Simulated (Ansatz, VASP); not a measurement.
## Mg: VASP beside Ansatz

```
CELL_PARAMETERS angstrom
3.20927 0.00000 0.00000
-1.60464 2.77931 0.00000
0.00000 0.00000 5.15823
ATOMIC_POSITIONS crystal
Mg 0.33333 0.66667 0.25000
Mg 0.66667 0.33333 0.75000
```

Change from the starting cell: zz strain of -1 %.

Alike in both runs: task single point; functional PBE; k mesh 12 × 12 × 7; occupations fermi-dirac, width 0.08 eV; no spin polarisation.

|  | VASP | Ansatz |
| --- | --- | --- |
| version | VASP 6.6.1 | Ansatz 0.2.0 |
| potentials or method | VASP PAW PBE potentials, release 64 (Mg), cutoff 520 eV | all-electron LAPW, scalar-relativistic |

|  | VASP | Ansatz | Ansatz less VASP |
| --- | --- | --- | --- |
| pressure (GPa) | -0.2 | -0.1 | +0.11 |
| traceless stress, the component that is largest in VASP (GPa) | -0.13 | -0.13 | +0.002 |

Ansatz ran all-electron here, and VASP with PAW potentials.
